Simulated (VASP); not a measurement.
# SiC16 in VASP: notebook

The runs below take SiC16 through single point, with PBE+D3(BJ).

All numbers are computed with VASP 6.6.1; they aren't measurements. Logs are shortened: lines on timing, memory, paths and dates and some standing lists are left out, and cuts for length are marked.

## (1) The cell of the first run

The cell holds a slab with vacuum, 17 atoms: a = 4.930 Å, b = 4.422 Å, c = 22.694 Å, α = 90.00°, β = 90.00°, γ = 90.00°.

## (2) Single point, PBE+D3(BJ), collinear spin

Input file INCAR:

```
  PREC = Accurate
  ENCUT = 520
  EDIFF = 1E-6
  ISMEAR = 0
  SIGMA = 0.05
  LREAL = Auto
  LASPH = T
  NELM = 150
  ALGO = Normal
  ISIF = 2
  LWAVE = F
  LCHARG = F
  ISPIN = 2
  MAGMOM = 0 0 0 0 0 0 0 0 0 0 0 0 0 0 0 0 2
  LORBIT = 11
  LDIPOL = T
  IDIPOL = 3
  DIPOL = 0.5 0.5 0.308
  GGA = PE
  IVDW = 12
  NBANDS = 52
```

Input file KPOINTS:

```
regular mesh
0
Gamma
  6 6 1
```

Input file POSCAR:

```
SiC16
1.0
    4.9298676323      0.0000000000      0.0000000000
    0.0000000000      4.4224271195      0.0000000000
    0.0000000000      0.0000000000     22.6937497910
C Si
16 1
Direct
    0.2500000000      0.4155274488      0.1762599851
    0.7500000000      0.4155274488      0.1762599851
    0.0000000000      0.5195584910      0.2001803947
    0.5000000000      0.5195584910      0.2001803947
    0.0000000000      0.7272227621      0.2480852155
    0.5000000000      0.7272227621      0.2480852155
    0.2500000000      0.8312538043      0.2720056251
    0.7500000000      0.8312538043      0.2720056251
    0.2500000000      0.0442051686      0.3198734326
    0.7500000000      0.0442051686      0.3198734326
    0.0000000000      0.1500808487      0.3425973485
    0.5000000000      0.1500808487      0.3425973485
    0.0000000000      0.3779776253      0.3900566375
    0.5000000000      0.3779776253      0.3900566375
    0.2500000000      0.4764186278      0.4095290499
    0.7500000000      0.4764186278      0.4095290499
    0.2500000000      0.6430852945      0.5196915406
```

Potentials or basis: VASP PAW PBE potentials, release 64 (C, Si).

The run is started by

```
> cat potpaw_PBE.64/C/POTCAR potpaw_PBE.64/Si/POTCAR > POTCAR
> mpirun -np 1 vasp_std > vasp.out
```

OUTCAR:

```text
PREC = Accurate
   ENCUT = 520
   EDIFF = 1E-6
   ISMEAR = 0
   LREAL = Auto
   LASPH = T
   NELM = 150
   ISIF = 2
   ISPIN = 2
   LORBIT = 11
   GGA = PE
   IVDW = 12
 IVDW          = 12

 ion  position               nearest neighbor table
   1  0.250  0.416  0.176-   3 1.42   4 1.42
   2  0.750  0.416  0.176-   3 1.42   4 1.42
   3  0.000  0.520  0.200-   5 1.42   2 1.42   1 1.42
   4  0.500  0.520  0.200-   6 1.42   2 1.42   1 1.42
   5  0.000  0.727  0.248-   3 1.42   7 1.42   8 1.42
   6  0.500  0.727  0.248-   4 1.42   7 1.42   8 1.42
   7  0.250  0.831  0.272-   5 1.42   6 1.42   9 1.44
   8  0.750  0.831  0.272-   5 1.42   6 1.42  10 1.44
   9  0.250  0.044  0.320-  11 1.42  12 1.42   7 1.44
  10  0.750  0.044  0.320-  11 1.42  12 1.42   8 1.44
  11  0.000  0.150  0.343-   9 1.42  10 1.42  13 1.48
  12  0.500  0.150  0.343-   9 1.42  10 1.42  14 1.48
  13  0.000  0.378  0.390-  15 1.38  16 1.38  11 1.48
  14  0.500  0.378  0.390-  15 1.38  16 1.38  12 1.48
  15  0.250  0.476  0.410-  13 1.38  14 1.38  17 2.61
  16  0.750  0.476  0.410-  13 1.38  14 1.38
  17  0.250  0.643  0.520-  15 2.61

  LATTYP: Found a simple orthorhombic cell.
 ALAT       =     4.4224271195
 B/A-ratio  =     1.1147425382
 C/A-ratio  =     5.1315147040

  Lattice vectors:

 A1 = (   0.0000000000,  -4.4224271195,   0.0000000000)
 A2 = (   4.9298676323,   0.0000000000,   0.0000000000)
 A3 = (   0.0000000000,   0.0000000000,  22.6937497910)

Analysis of symmetry for initial positions (statically):
=====================================================================
 Subroutine PRICEL returns:
 Original cell was already a primitive cell.

 Routine SETGRP: Setting up the symmetry group for a
 simple orthorhombic supercell.

 Subroutine GETGRP returns: Found  2 space group operations
 (whereof  1 operations were pure point group operations)
 out of a pool of  8 trial point group operations.

The static configuration has the point symmetry C_1 .
 The point group associated with its full space group is C_1h.

Analysis of symmetry for dynamics (positions and initial velocities):
=====================================================================
 Subroutine PRICEL returns:
 Original cell was already a primitive cell.

 Routine SETGRP: Setting up the symmetry group for a
 simple orthorhombic supercell.

[... 190 lines left out ...]
  ext. energy  EPLUGINS =         0.00000000
  ---------------------------------------------------
  free energy    TOTEN  =      -138.85818619 eV

  energy without entropy =     -138.85548438  energy(sigma->0) =     -138.85683528

 E-fermi :  -1.5280     XC(G=0):  -4.2937

 val. band max:       -1.5347950207   @ k =   0.0000   0.0000   0.0000
 cond. band min:      -1.5169132772   @ k =   0.0000   0.3333   0.0000
 fundamental gap:      0.0178817435
 Fermi energy:        -1.5279613356

 spin component 1

 k-point     1 :       0.0000    0.0000    0.0000
  band No.  band energies     occupation
      1     -20.7272      1.00000
      2     -19.6175      1.00000
      3     -17.9925      1.00000
      4     -16.4937      1.00000
      5     -16.4416      1.00000
      6     -16.1686      1.00000
[... 773 lines left out ...]
     45       4.9176      0.00000
     46       5.0440      0.00000
 Fermi energy:        -1.5279613356

 spin component 2

 k-point     1 :       0.0000    0.0000    0.0000
  band No.  band energies     occupation
      1     -20.8259      1.00000
      2     -19.8140      1.00000
      3     -18.2442      1.00000
      4     -16.5940      1.00000
      5     -16.5064      1.00000
      6     -16.4256      1.00000
[... 773 lines left out ...]
     45       4.6269      0.00000
     46       5.1271      0.00000
 [bands above 46 left out]

------------------------ aborting loop because EDIFF is reached ----------------------------------------

 vacuum level on the upper side and lower side of the slab       (xc-potential included)        -0.247         0.276

 Edisp (eV)   -2.12551

 E8    (eV) :    -0.6432

  FORCE on cell =-STRESS in cart. coord.  units (eV):
  Direction    XX          YY          ZZ          XY          YZ          ZX
  --------------------------------------------------------------------------------------
  -------------------------------------------------------------------------------------
  Total      -0.91772    -2.17267    -6.85144     0.00000    -1.75076     0.00000
  in kB      -2.97178    -7.03561   -22.18657     0.00000    -5.66939     0.00000
  external pressure =      -10.73 kB  Pullay stress =        0.00 kB

 VOLUME and BASIS-vectors are now :
 -----------------------------------------------------------------------------
  energy-cutoff  :      520.00
  volume of cell :      494.77
      direct lattice vectors                 reciprocal lattice vectors
     4.929867632  0.000000000  0.000000000     0.202845203  0.000000000  0.000000000
     0.000000000  4.422427120  0.000000000     0.000000000  0.226120176  0.000000000
     0.000000000  0.000000000 22.693749791     0.000000000  0.000000000  0.044064996

 POSITION                                       TOTAL-FORCE (eV/Angst)
 -----------------------------------------------------------------------------------
      1.23247      1.83764      4.00000         0.000000      1.644083      1.960286
      3.69740      1.83764      4.00000         0.000000      1.626731      1.948116
      0.00000      2.29771      4.54284        -0.009323     -2.150790     -2.564495
      2.46493      2.29771      4.54284         0.009323     -2.150790     -2.564495
      0.00000      3.21609      5.62998         0.001338      0.674746      0.864272
      2.46493      3.21609      5.62998        -0.001338      0.674746      0.864272
[... 9 lines left out ...]
      3.69740      2.10693      9.29375         0.000000      0.682390      1.528915
      1.23247      2.84400     11.79375         0.000000     -0.484935     -2.764581
 -----------------------------------------------------------------------------------
    total drift:                               -0.000000     -0.018549     -0.032559

  FREE ENERGIE OF THE ION-ELECTRON SYSTEM (eV)
  ---------------------------------------------------
  free  energy   TOTEN  =      -140.9837001057 eV

  energy  without entropy=     -140.9809982944  energy(sigma->0) =     -140.98234920

 vacuum level on the upper side and lower side of the slab         2.652         3.210

 total charge

# of ion       s       p       d       tot
------------------------------------------
    1        0.864   1.573   0.000   2.438
    2        0.864   1.574   0.000   2.438
    3        0.861   1.767   0.000   2.628
    4        0.861   1.767   0.000   2.628
    5        0.864   1.780   0.000   2.644
    6        0.864   1.780   0.000   2.644
[... 9 lines left out ...]
   16        0.893   1.620   0.000   2.513
   17        0.948   0.500   0.000   1.449
--------------------------------------------------
tot         14.829  28.216   0.000  43.045

 magnetization (x)

# of ion       s       p       d       tot
------------------------------------------
    1       -0.102  -0.537   0.000  -0.639
    2       -0.101  -0.535   0.000  -0.636
    3       -0.003   0.019   0.000   0.016
    4       -0.003   0.019   0.000   0.016
    5       -0.012  -0.073   0.000  -0.084
    6       -0.012  -0.073   0.000  -0.084
[... 9 lines left out ...]
   16       -0.043  -0.264   0.000  -0.307
   17        0.004   0.246   0.000   0.250
--------------------------------------------------
tot         -0.293  -1.245   0.000  -1.537
```

OSZICAR:

```text
N       E                     dE             d eps       ncg     rms          rms(c)
DAV:   1     0.492284793515E+03    0.49228E+03   -0.27184E+04  3360   0.104E+03
DAV:   2    -0.711265919741E+02   -0.56341E+03   -0.53056E+03  4728   0.245E+02
DAV:   3    -0.149412311790E+03   -0.78286E+02   -0.77101E+02  3984   0.932E+01
DAV:   4    -0.151959124545E+03   -0.25468E+01   -0.25351E+01  4352   0.206E+01
[... 36 lines left out ...]
DAV:  41    -0.138858173825E+03   -0.21349E-05   -0.71188E-08  2648   0.112E-03    0.600E-04
DAV:  42    -0.138858178804E+03   -0.49783E-05   -0.10090E-07  2660   0.136E-03    0.443E-04
DAV:  43    -0.138858184075E+03   -0.52707E-05   -0.20274E-07  2704   0.179E-03    0.296E-04
DAV:  44    -0.138858185387E+03   -0.13128E-05   -0.69057E-08  2764   0.101E-03    0.210E-04
DAV:  45    -0.138858186188E+03   -0.80116E-06   -0.17058E-08  2556   0.461E-04
   1 F= -.14098370E+03 E0= -.14098235E+03  d E =-.270181E-02  mag=    -2.2135
```

It took 49 min on 1 thread of Oxide Virtual Turin-like, shared host; peak memory 1 GiB.

What came out:

```
Free energy                                           : -140.9837 eV
Largest force                                         : 4.219 eV/Å
Net moment                                            : -2.21 μB per cell
Site moments                                          : C -0.64, +0.02, -0.08, +0.01, -0.02, -0.01, -0.05, -0.31 (each value once); Si +0.25 μB
Valence electrons inside the program's atomic spheres : C 2.44, 2.63, 2.64, 2.65, 2.62, 2.67, 2.52, 2.51 (each value once); Si 1.45
Dispersion energy per atom                            : -0.125 eV
```

Forces on the atoms (eV/Å):
```
C    0.000  1.644  1.960
C    0.000  1.627  1.948
C   -0.009 -2.151 -2.564
C    0.009 -2.151 -2.564
C    0.001  0.675  0.864
C   -0.001  0.675  0.864
C    0.000 -0.174 -0.209
C    0.000 -0.156 -0.194
C    0.000 -0.168 -0.198
C    0.000 -0.197 -0.254
C   -0.108  0.461  0.187
C    0.108  0.461  0.187
C   -0.150 -1.077 -1.383
C    0.150 -1.077 -1.383
C    0.000  1.410  3.976
C    0.000  0.682  1.529
Si   0.000 -0.485 -2.765
```

## (3) Single point, PBE+D3(BJ), collinear spin

Input file INCAR:

```
SYSTEM = SiC16
PREC     = Accurate       ! precision mode
ENCUT    = 520            ! plane-wave cutoff, eV
EDIFF    = 1E-7           ! SCF threshold, eV
ISMEAR   = 0              ! smearing method
SIGMA    = 0.05           ! smearing width, eV
LREAL    = Auto         
LASPH    = .TRUE.         ! aspherical terms in the spheres
NELM     = 150            ! most SCF steps
ALGO     = Normal         ! electronic algorithm
ISIF     = 2              ! what is computed and relaxed
LWAVE    = .FALSE.        ! write WAVECAR
LCHARG   = .TRUE.         ! write CHGCAR
ISPIN    = 2              ! spin polarisation
MAGMOM   = 0 0 0 0 0 0 0 0 0 0 0 0 0 0 0 0 2 ! initial moments
LORBIT   = 11             ! projections on sites
LDIPOL   = .TRUE.       
IDIPOL   = 3            
DIPOL    = 0.5 0.5 0.308
GGA      = PE             ! functional
IVDW     = 12             ! dispersion correction
LELF     = .TRUE.         ! ELF
LVHAR    = .TRUE.       
LVACPOTAV= .TRUE.       
NBANDS   = 52             ! bands
```

Input file KPOINTS:

```
Automatic mesh
0
G
  6 6 1
  0 0 0
```

POSCAR, as its differences from that of step 2:

```diff
@@ -24,2 +24,2 @@
     0.7500000000      0.4764186278      0.4095290499
-    0.2500000000      0.6430852945      0.5196915406
+    0.5000000000      0.6430852945      0.5196915406
```

Potentials or basis: VASP PAW PBE potentials, release 64 (C, Si).

The run is started by

```
> cat potpaw_PBE.64/C/POTCAR potpaw_PBE.64/Si/POTCAR > POTCAR
> mpirun -np 1 vasp_std > vasp.out
```

Wall time 78 min (1 thread of Oxide Virtual Turin-like, shared host); peak memory 1.1 GiB.

It converged, with:

```
Free energy                                           : -141.0518 eV
Largest force                                         : 3.513 eV/Å
Band gap on the k mesh                                : zero (filled and empty bands overlap)
Net moment                                            : -2.00 μB per cell
Site moments                                          : C -0.64, +0.02, -0.09, -0.01, +0.01, -0.00, +0.00, -0.04 (each value once); Si +0.17 μB
Valence electrons inside the program's atomic spheres : C 2.44, 2.63, 2.64, 2.65, 2.62, 2.67, 2.51 (each value once); Si 1.44
Dispersion energy per atom                            : -0.125 eV
```

Forces in eV/Å, atoms in the order of the input:
```
C    0.000  1.645  1.963
C    0.000  1.645  1.963
C    0.000 -2.155 -2.567
C    0.000 -2.155 -2.565
C    0.000  0.666  0.843
C    0.000  0.669  0.860
C   -0.023 -0.170 -0.190
C    0.023 -0.170 -0.190
C    0.034 -0.224 -0.263
C   -0.034 -0.224 -0.263
C    0.000  0.534  0.189
C    0.000  0.499  0.149
C    0.000 -0.859 -1.042
C    0.000 -1.608 -2.088
C    0.917  1.206  3.170
C   -0.917  1.206  3.170
Si   0.000 -0.508 -3.139
```

Levels at points of the mesh, in eV from the Fermi level:
Spin up:
```csv
k point,band 29,band 30,band 31,band 32,band 33,band 34,band 35,band 36,band 37,band 38
"(0.00, 0.00, 0.00)",-2.22,-1.81,-1.13,-0.75,0.35,0.36,0.41,0.76,1.09,1.37
"(0.50, 0.00, 0.00)",-3.66,-1.99,-1.99,-1.12,-0.87,0.44,0.45,0.77,0.84,1.88
"(0.00, 0.50, 0.00)",-2.42,-2.05,-1.05,-0.84,-0.61,0.25,0.40,0.48,1.01,1.53
"(0.50, 0.50, 0.00)",-2.73,-1.23,-1.20,-0.85,-0.72,-0.57,0.51,0.51,1.01,1.97
```
Spin down:
| k point | band 31 | band 32 | band 33 | band 34 | band 35 | band 36 | band 37 | band 38 | band 39 | band 40 |
| --- | --- | --- | --- | --- | --- | --- | --- | --- | --- | --- |
| (0.00, 0.00, 0.00) | -1.95 | -1.78 | -1.22 | -0.66 | -0.44 | 0.35 | 1.59 | 1.63 | 1.75 | 1.95 |
| (0.50, 0.00, 0.00) | -2.40 | -2.27 | -2.26 | -1.09 | -0.87 | 0.85 | 1.80 | 1.91 | 2.21 | 2.46 |
| (0.00, 0.50, 0.00) | -2.02 | -1.91 | -1.16 | -0.55 | -0.53 | 0.11 | 0.33 | 1.77 | 2.20 | 2.51 |
| (0.50, 0.50, 0.00) | -2.36 | -1.40 | -1.39 | -0.90 | -0.75 | 0.37 | 1.13 | 1.84 | 1.89 | 2.30 |

## (4) Single point, PBE+D3(BJ), collinear spin

Input file INCAR:

```
  ALGO = Normal
  DIPOL = 0.5 0.5 0.308
  EDIFF = 1E-6
  ENCUT = 520
  GGA = PE
  IDIPOL = 3
  ISIF = 2
  ISMEAR = 0
  ISPIN = 2
  IVDW = 12
  LASPH = T
  LCHARG = F
  LDIPOL = T
  LORBIT = 11
  LREAL = Auto
  LWAVE = F
  MAGMOM = 0 0 0 0 0 0 0 0 0 0 0 0 0 0 0 0 2
  NBANDS = 52
  NELM = 150
  PREC = Accurate
  SIGMA = 0.05
```

Input file KPOINTS:

```
k-points
0
Gamma
  6 6 1
```

POSCAR, as its differences from that of step 3:

```diff
@@ -24,2 +24,2 @@
     0.7500000000      0.4764186278      0.4095290499
-    0.5000000000      0.6430852945      0.5196915406
+    0.5000000000      1.3097519612      0.5196915406
```

The run is started by

```
> cat potpaw_PBE.64/C/POTCAR potpaw_PBE.64/Si/POTCAR > POTCAR
> mpirun -np 1 vasp_std > vasp.out
```

It took 55 min on 1 thread of Oxide Virtual Turin-like, shared host; peak memory 1.1 GiB.

It converged, with:

| Quantity | Value |
| --- | --- |
| Free energy | -140.3192 eV |
| Largest force | 3.365 eV/Å |
| Band gap on the k mesh | 0.22 eV (least direct gap 0.26 eV) |
| Net moment | -2.00 μB per cell |
| Site moments | C -0.65, +0.02, -0.10, +0.03, -0.03, +0.08, +0.07, -0.04, -0.02, +0.32 (each value once); Si -0.22 μB |
| Valence electrons inside the program's atomic spheres | C 2.44, 2.63, 2.64, 2.65, 2.62, 2.66, 2.52 (each value once); Si 1.44 |
| Dispersion energy per atom | -0.125 eV |

Forces in eV/Å, atoms in the order of the input:
```
C   -0.002  1.650  1.985
C    0.002  1.650  1.985
C    0.000 -2.145 -2.573
C    0.000 -2.156 -2.583
C    0.000  0.667  0.849
C    0.000  0.677  0.871
C   -0.017 -0.131 -0.194
C    0.017 -0.131 -0.194
C    0.039 -0.167 -0.162
C   -0.039 -0.167 -0.162
C    0.000  0.603  0.148
C    0.000  0.423  0.066
C    0.000 -0.591 -0.756
C    0.000 -1.082 -1.528
C    0.383 -0.090  2.451
C   -0.383 -0.090  2.451
Si   0.000  1.077 -2.655
```

Levels at points of the mesh, in eV from the valence-band top:
Spin up:
```tsv
k point	band 29	band 30	band 31	band 32	band 33	band 34	band 35	band 36	band 37	band 38
(0.00, 0.00, 0.00)	-1.95	-1.61	-1.44	-0.56	-0.05	0.67	0.68	0.99	1.41	1.79
(0.50, 0.00, 0.00)	-3.49	-1.82	-1.79	-1.04	-0.89	0.68	0.77	0.78	1.23	1.97
(0.00, 0.50, 0.00)	-2.18	-1.83	-1.38	-0.77	-0.13	0.30	0.69	0.81	1.30	1.46
(0.50, 0.50, 0.00)	-2.56	-1.08	-1.05	-0.85	-0.73	0.37	0.83	0.84	0.92	1.66
```
Spin down:
```
           k point  band 31  band 32  band 33  band 34  band 35  band 36  band 37  band 38  band 39  band 40
(0.00, 0.00, 0.00)    -1.62    -1.59    -0.70    -0.18    -0.12     0.66     0.78     1.55     1.59     2.06
(0.50, 0.00, 0.00)    -2.08    -2.00    -1.97    -0.76    -0.20     0.78     0.90     1.74     2.57     2.68
(0.00, 0.50, 0.00)    -1.81    -1.60    -1.02    -0.52    -0.23     0.32     0.65     1.58     1.67     2.77
(0.50, 0.50, 0.00)    -2.04    -1.17    -1.15    -0.89    -0.29     0.37     0.86     1.64     2.26     2.36
```

Caveat: semilocal functionals underestimate gaps, and a narrow one can read as zero.

## (5) The runs side by side

```tsv
cell	gap on the mesh (eV)	moment (μB)	largest force (eV/Å)
as given, atomic positions A	none	2.21	4.22
as given, atomic positions B	none	2.00	3.51
as given, atomic positions C	0.22	2.00	3.36
```

Alike in all rows: task single point; level PBE+D3(BJ); potentials or basis VASP PAW PBE potentials, release 64 (C, Si); spin collinear; k mesh 6 × 6 × 1; cutoff (eV) 520; smearing gaussian 0.05 eV.

Caveats: semilocal functionals underestimate gaps, and a narrow one can read as zero (at least some runs).

Total energies depend on the potentials used, so only differences within one code and one set of settings carry meaning.

The gap in the log of VASP goes by the Fermi energy; the results here count the filled bands.